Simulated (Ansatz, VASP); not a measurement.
**YHg: VASP beside Ansatz**

```
CELL_PARAMETERS angstrom
3.75421 0.00000 0.00000
0.00000 3.75421 0.00000
0.00000 0.00000 3.75421
ATOMIC_POSITIONS crystal
Y 0.50000 0.50000 0.50000
Hg 0.00000 0.00000 0.00000
```

Change from the starting cell: volume scaled by 1.06.

Alike in both runs: task single point; functional LDA; k mesh 11 × 11 × 11; occupations fermi-dirac, width 0.08 eV; no spin polarisation.

|  | VASP | Ansatz |
| --- | --- | --- |
| version | VASP 6.6.1 | Ansatz 0.2.0 |
| potentials or method | VASP PAW LDA potentials, release 64 (Y_sv, Hg), cutoff 520 eV | all-electron LAPW, scalar-relativistic |

VASP gave:

| Property | Result |
| --- | --- |
| pressure (GPa) | -6.6 |

Question: What did Ansatz give for the same quantities?

Answer: Pressure (GPa): -6.8.

LDA's correlation is that of Perdew and Zunger in VASP and of Perdew and Wang (1992) in Ansatz. Ansatz ran all-electron here, and VASP with PAW potentials.

Spin-orbit coupling is off throughout.
